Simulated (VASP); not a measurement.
# Se (P-1) in VASP: single point with PBEsol

Aim: the single point of Se with PBEsol.

Everything below comes from runs of VASP 6.6.1. Logs are shortened: lines on timing, memory, paths and dates and some standing lists are left out, and cuts for length are marked.

## 1. The cell of the first run

The typed cell holds 2 atoms: a = 4.392 Å, b = 4.426 Å, c = 4.437 Å, α = 59.22°, β = 60.91°, γ = 60.13°.

## 2. Single point, PBEsol

Contents of INCAR:

```
PREC = Accurate
ENCUT = 520
EDIFF = 1E-6
ISMEAR = -1
SIGMA = 0.05
LREAL = F
LASPH = T
NELM = 80
ALGO = Normal
ISIF = 2
LWAVE = F
LCHARG = F
GGA = PS
NBANDS = 13
```

Contents of KPOINTS:

```
regular mesh
0
Gamma
  4 4 4
```

Contents of POSCAR:

```
Se
1.0
   -0.0107600000      3.0890900000      3.1226300000
    3.1586400000      0.0116900000      3.1001800000
    3.1832800000      3.0912800000     -0.0129500000
Se
2
Direct
    0.4946243403      0.5065457002      0.5017700765
    0.7581100000      0.7324300000      0.7726200000
```

Potentials or basis: VASP PAW PBE potentials, release 64 (Se).

Started as:

```
$ cat potpaw_PBE.64/Se/POTCAR > POTCAR
$ mpirun -np 1 vasp_std > vasp.out
```

OUTCAR:

```text
PREC = Accurate
   ENCUT = 520
   EDIFF = 1E-6
   ISMEAR = -1
   LREAL = F
   LASPH = T
   NELM = 80
   ISIF = 2
   GGA = PS

 ion  position               nearest neighbor table
   1  0.495  0.507  0.502-   2 2.65   2 2.67   2 2.74   2 2.78
   2  0.758  0.732  0.773-   1 2.65   1 2.67   1 2.74   1 2.78

  LATTYP: Found a triclinic cell.
 ALAT       =     7.6052079239
 B/A-ratio  =     0.5757959409
 C/A-ratio  =     1.4221936676
 COS(alpha) =     0.0022611127
 COS(beta)  =     0.4793304910
 COS(gamma) =     0.8621746754

  Lattice vectors:

 A1 = (  -3.1340000000,   3.0679000000,  -6.2133100000)
 A2 = (   0.0246400000,   3.0795900000,  -3.1131300000)
 A3 = (  -6.3311600000,  -6.1920600000,  -6.2098600000)

Analysis of symmetry for initial positions (statically):
=====================================================================
 Subroutine PRICEL returns:
 Original cell was already a primitive cell.

 Routine SETGRP: Setting up the symmetry group for a
 triclinic supercell.

 Subroutine GETGRP returns: Found  2 space group operations
 (whereof  1 operations were pure point group operations)
 out of a pool of  2 trial point group operations.

The static configuration has the point symmetry C_1 .
 The point group associated with its full space group is S_2 .

Analysis of symmetry for dynamics (positions and initial velocities):
=====================================================================
 Subroutine PRICEL returns:
 Original cell was already a primitive cell.

 Routine SETGRP: Setting up the symmetry group for a
 triclinic supercell.

 Subroutine GETGRP returns: Found  2 space group operations
 (whereof  1 operations were pure point group operations)
 out of a pool of  2 trial point group operations.

The dynamic configuration has the point symmetry C_1 .
 The point group associated with its full space group is S_2 .

 Subroutine INISYM returns: Found  2 space group operations
 (whereof  1 operations are pure point group operations),
 and found     1 'primitive' translations

----------------------------------------------------------------------------------------

                                     Primitive cell

  volume of cell :      61.0888

  direct lattice vectors                    reciprocal lattice vectors
    -0.010760000  3.089090000  3.122630000    -0.156881019  0.162217013  0.159227640
     3.158640000  0.011690000  3.100180000     0.158669425 -0.162714992  0.161514024
     3.183280000  3.091280000 -0.012950000     0.156169853  0.162003825 -0.159725619

  length of vectors
     4.392426542  4.425862553  4.437279718     0.276187355  0.278817027  0.275946617

  position of ions in fractional coordinates (direct lattice)
     0.494624340  0.506545700  0.501770077
     0.758110000  0.732430000  0.772620000

  ion indices of the primitive-cell ions
   primitive index   ion index
                 1           1
                 2           2

----------------------------------------------------------------------------------------

 KPOINTS: regular mesh

Automatic generation of k-mesh.
 Grid dimensions read from file:
 generate k-points for:    4    4    4

 Generating k-lattice:

  Cartesian coordinates                     Fractional coordinates (reciprocal lattice)
    -0.039220255  0.040554253  0.039806910     0.250000000  0.000000000 -0.000000000
     0.039667356 -0.040678748  0.040378506     0.000000000  0.250000000  0.000000000
     0.039042463  0.040500956 -0.039931405    -0.000000000 -0.000000000  0.250000000

  Length of vectors
     0.069046839  0.069704257  0.068986654

  Shift w.r.t. Gamma in fractional coordinates (k-lattice)
     0.000000000  0.000000000  0.000000000

 Subroutine IBZKPT returns following result:
 ===========================================

 Found     36 irreducible k-points:

 Following reciprocal coordinates:
            Coordinates               Weight
  0.000000  0.000000  0.000000      1.000000
  0.250000  0.000000  0.000000      2.000000
  0.500000  0.000000  0.000000      1.000000
  0.000000  0.250000 -0.000000      2.000000
  0.250000  0.250000  0.000000      2.000000
  0.500000  0.250000 -0.000000      2.000000
[... 16 lines left out ...]
  0.000000 -0.250000  0.250000      2.000000
  0.250000 -0.250000  0.250000      2.000000
 [... further k-points ...]
   k-points           NKPTS =     36   k-points in BZ     NKDIM =     36   number of bands    NBANDS=     13
   number of dos      NEDOS =    301   number of ions     NIONS =      2
   total plane-waves  NPLWV =  46656
   dimension x,y,z NGX =    36 NGY =   36 NGZ =   36
   dimension x,y,z NGXF=    72 NGYF=   72 NGZF=   72
   ions per type =               2
   NGX,Y,Z   is equivalent  to a cutoff of  13.63, 13.52, 13.49 a.u.
   NGXF,Y,Z  is equivalent  to a cutoff of  27.25, 27.04, 26.98 a.u.
 SYSTEM =  unknown system
   PREC   = accura    normal or accurate (medium, high low for compatibility)
   ISTART =      0    job   : 0-new  1-cont  2-samecut
   ICHARG =      2    charge: 1-file 2-atom 10-const
   ISPIN  =      1    spin polarized calculation?
   LNONCOLLINEAR =      F non collinear calculations
   LSORBIT =      F    spin-orbit coupling
   LASPH  =      T    aspherical Exc in radial PAW
   ENCUT  =  520.0 eV  38.22 Ry    6.18 a.u.   8.17  8.23  8.25*2*pi/ulx,y,z
   NELM   =     80;   NELMIN=  2; NELMDL= -5     # of ELM steps
   EDIFF  = 0.1E-05   stopping-criterion for ELM
   LREAL  =      F    real-space projection
   EDIFFG = 0.1E-04   stopping-criterion for IOM
   NSW    =      0    number of steps for IOM
   IBRION =     -1    ionic relax: 0-MD 1-quasi-New 2-CG
   NFREE  =      0    steps in history (QN), initial steepest desc. (CG)
   ISIF   =      2    stress and relaxation
   ISYM   =      2    0-nonsym 1-usesym 2-fastsym
   POTIM  = 0.5000    time-step for ionic-motion
   TEBEG  =    0.0;   TEEND  =   0.0 temperature during run
   PSTRESS=    0.0 pullay stress
   NELECT =      12.0000    total number of electrons
   NUPDOWN=      -1.0000    fix difference up-down
   EMIN   =  10.00;   EMAX   =-10.00  energy-range for DOS
   EFERMI =   0.00;   METHOD = LEGACY
   ISMEAR =    -1;   SIGMA  =   0.05  broadening in eV -4-tet -1-fermi 0-gaus
   EFERMI_NEDOS =   21; number of points for ismear=-14 and -15
   IALGO  =     38    algorithm
   IMIX   =      4    mixing-type and parameters
     AMIX     =   0.40;   BMIX     =  1.00
     AMIX_MAG =   1.60;   BMIX_MAG =  1.00
  volume/ion in A,a.u.               =      30.54       206.12
  Fermi-wavevector in a.u.,A,eV,Ry     =   0.951659  1.798375 12.322181  0.905655
  Thomas-Fermi vector in A             =   2.080150
   LORBIT       =      0    0 simple, 1 ext, 2 COOP (PROOUT), +10 PAW based schemes
   GGA     = PS    functional components
   LHFCALC =     F    Hartree Fock is set to
   AEXX    =    0.0000 exact exchange contribution
   IVDW    =     0    specifies the selected vdW correction
   LEPSILON=     F    determine dielectric tensor
   LRPA    =     F    only Hartree local field effects (RPA)
 non-spin polarized calculation
  energy-cutoff  :      520.00
  volume of cell :       61.09
 maximum number of plane-waves:      1659
 NGX is ok and might be reduce to    36
   NGX = 17   NGY = 17   NGZ = 17

 number of electron      12.0000000 magnetization

 Free energy of the ion-electron system (eV)
  ---------------------------------------------------
  ext. energy  EPLUGINS =         0.00000000
  ---------------------------------------------------
  free energy    TOTEN  =        -6.61646159 eV

  energy without entropy =       -6.59763851  energy(sigma->0) =       -6.60705005

 E-fermi :   2.2458     XC(G=0):  -8.4930

 val. band max:        2.2296745310   @ k =   0.5000   0.0000   0.0000
 cond. band min:       2.2747684309   @ k =   0.2500   0.2500   0.5000
 fundamental gap:      0.0450938998
 Fermi energy:         2.2458002746

 k-point     1 :       0.0000    0.0000    0.0000
  band No.  band energies     occupation
      1     -13.2636      2.00000
      2      -7.9031      2.00000
      3      -1.7531      2.00000
      4      -1.2025      2.00000
      5      -0.8666      2.00000
      6       1.1683      2.00000
      7       1.3706      2.00000
      8       1.7611      1.99988
      9       6.4255      0.00000
     10       9.6227      0.00000
     11      10.0150      0.00000
     12      11.2850      0.00000
     13      11.8777      0.00000

 k-point     2 :       0.2500    0.0000    0.0000
  band No.  band energies     occupation
      1     -12.8448      2.00000
      2      -8.9011      2.00000
      3      -1.9250      2.00000
      4      -1.5577      2.00000
      5      -1.3686      2.00000
      6       1.8211      1.99959
      7       2.1154      1.86279
      8       2.6031      0.00158
      9       7.8938      0.00000
     10       9.0326      0.00000
     11       9.2309      0.00000
     12      10.9358      0.00000
     13      13.6599      0.00000

 k-point     3 :       0.5000    0.0000    0.0000
  band No.  band energies     occupation
      1     -12.1766      2.00000
      2     -10.0438      2.00000
      3      -2.1705      2.00000
      4      -1.8925      2.00000
      5      -1.7116      2.00000
      6       2.2297      1.15987
      7       2.8889      0.00001
      8       4.0492      0.00000
      9       8.7722      0.00000
     10       8.9889      0.00000
     11       9.7843      0.00000
     12      10.4249      0.00000
     13      11.7157      0.00000
[... 305 lines left out ...]
 k-point    23 :       0.0000   -0.2500    0.2500
  band No.  band energies     occupation
      1     -12.2741      2.00000
      2      -9.8144      2.00000
      3      -3.0903      2.00000
      4      -1.9660      2.00000
      5      -0.5796      2.00000
      6       2.2045      1.39126
      7       2.6525      0.00059
      8       3.4654      0.00000
      9       8.4113      0.00000
     10       8.7860      0.00000
     11       9.7221      0.00000
     12      11.9428      0.00000
     13      12.8820      0.00000

 k-point    24 :       0.2500   -0.2500    0.2500
  band No.  band energies     occupation
      1     -12.0471      2.00000
      2     -10.0684      2.00000
      3      -2.9267      2.00000
      4      -2.7647      2.00000
      5      -0.3772      2.00000
      6       1.6034      1.99999
      7       3.6013      0.00000
      8       3.7603      0.00000
      9       7.9064      0.00000
     10       9.2767      0.00000
     11      10.5029      0.00000
     12      12.0718      0.00000
     13      12.8233      0.00000

 [... further k-points ...]
[... 5 lines left out ...]
  --------------------------------------------------------------------------------------
  -------------------------------------------------------------------------------------
  Total        0.2979595     -0.4469523     -0.0515192     -0.2993053      0.0295325      0.9730353
  in kB        7.8145889    -11.7222253     -1.3511944     -7.8498855      0.7745503     25.5198111
  external PRESSURE =      -1.7529436 kB  Pullay stress =       0.0000000 kB

 VOLUME and BASIS-vectors are now :
 -----------------------------------------------------------------------------
  energy-cutoff  :      520.00
  volume of cell :       61.09
      direct lattice vectors                 reciprocal lattice vectors
    -0.010760000  3.089090000  3.122630000    -0.156881019  0.162217013  0.159227640
     3.158640000  0.011690000  3.100180000     0.158669425 -0.162714992  0.161514024
     3.183280000  3.091280000 -0.012950000     0.156169853  0.162003825 -0.159725619

 POSITION                                       TOTAL-FORCE (eV/Angst)
 -----------------------------------------------------------------------------------
      3.19195      3.08497      3.10841        -0.154822     -0.854332      0.187953
      4.76479      4.73882      4.62796         0.154822      0.854332     -0.187953
 -----------------------------------------------------------------------------------
    total drift:                               -0.000000      0.000000     -0.000000

  FREE ENERGIE OF THE ION-ELECTRON SYSTEM (eV)
  ---------------------------------------------------
  free  energy   TOTEN  =        -6.6164615929 eV

  energy  without entropy=       -6.5976385138  energy(sigma->0) =       -6.60705005
```

Wall time 17 s (1 thread of AMD EPYC 9R45 (Zen 5), shared host); peak memory 0.17 GiB.

What came out:

```
Free energy            : -6.6165 eV
Pressure               : -0.2 GPa
Largest force          : 0.888 eV/Å
Band gap on the k mesh : zero (band 6 reaches 2.42 eV, above the bottom of band 7 at 1.37 eV)
```

Forces in eV/Å, atoms in the order of the input:
```
Se  -0.155 -0.854  0.188
Se   0.155  0.854 -0.188
```

Levels at points of the mesh, in eV from the Fermi level:
```tsv
k point	band 3	band 4	band 5	band 6	band 7	band 8	band 9	band 10
(0.00, 0.00, 0.00)	-4.00	-3.45	-3.11	-1.08	-0.88	-0.48	4.18	7.38
(0.50, 0.00, 0.00)	-4.42	-4.14	-3.96	-0.02	0.64	1.80	6.53	6.74
(0.00, 0.50, 0.00)	-4.63	-4.39	-4.08	-0.02	0.49	1.70	6.62	7.13
(0.50, 0.50, 0.00)	-5.12	-4.97	-2.14	-1.93	2.19	2.31	6.03	6.20
(0.00, 0.00, 0.50)	-4.30	-4.10	-4.02	0.06	0.59	1.85	6.40	6.77
(0.50, 0.00, 0.50)	-5.35	-4.89	-2.37	-1.73	2.10	2.49	5.86	6.50
(0.00, 0.50, 0.50)	-5.00	-4.94	-2.03	-1.94	2.19	2.24	6.04	6.05
(0.50, 0.50, 0.50)	-4.63	-4.28	-3.93	-0.09	0.63	1.72	6.66	6.91
```

Caveat: the k points lie up to 0.44 Å⁻¹ apart; the PAW data sets were made with another functional, which shifts forces and pressure a little.
